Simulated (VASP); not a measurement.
Write the native input for VASP 6.6.1 that does the following.

- Task: single point
- Functional: LDA
- Potentials or basis: VASP PAW LDA potentials, release 64 (W_sv, S)
- Cutoff: 520 eV
- k mesh: 12 × 12 × 12
- Occupations: fermi-dirac, width 0.1 eV
- Spin: no spin polarisation
- Dipole correction: no
- Further INCAR settings: ALGO = Normal; EDIFF = 1e-06; NBANDS = 20

The structure of WS2 (Tungstenite) lies in POSCAR:

```
WS2
1.0
    6.4273630000      0.0000000000      0.0000000000
    5.6515424698      3.0612191763      0.0000000000
    5.6515424698      1.4322994933      2.7054724184
W S
1 2
Direct
    0.0000000000      0.0000000000      0.0000000000
    0.2497000000      0.2497000000      0.2497000000
    0.4190000000      0.4190000000      0.4190000000
```

One way to write it, as run:

INCAR

```
PREC     = Accurate       # precision mode
ENCUT    = 520            # plane-wave cutoff, eV
EDIFF    = 1E-6           # SCF threshold, eV
ISMEAR   = -1             # smearing method
SIGMA    = 0.1            # smearing width, eV
LREAL    = False          # projectors in reciprocal space
LASPH    = True           # aspherical terms in the spheres
NELM     = 80             # most SCF steps
ALGO     = Normal         # electronic algorithm
ISIF     = 2              # what is computed and relaxed
LWAVE    = False          # write WAVECAR
LCHARG   = True           # write CHGCAR
LELF     = True           # ELF
LVHAR    = True         
NBANDS   = 20             # bands
```

KPOINTS

```
regular mesh
0
Gamma
  12 12 12
```

Potentials or basis: VASP PAW LDA potentials, release 64 (W_sv, S).

The run is started by

```bash
$ cat potpaw_LDA.64/W_sv/POTCAR potpaw_LDA.64/S/POTCAR > POTCAR
$ mpirun -np 1 vasp_std > vasp.out
```

Results of the run:

| Property | Result |
| --- | --- |
| Pressure | -3.3 GPa |
| Largest force | 0.587 eV/Å |
| Band gap on the k mesh | 0.95 eV, indirect (least direct gap 1.89 eV) |

Caveat: spin-orbit coupling is left out, which moves the levels of the heavy elements.

It took 2.9 min on 1 thread of Intel(R) Xeon(R) 6975P-C (Granite Rapids), on a shared host, peak memory 0.38 GiB.
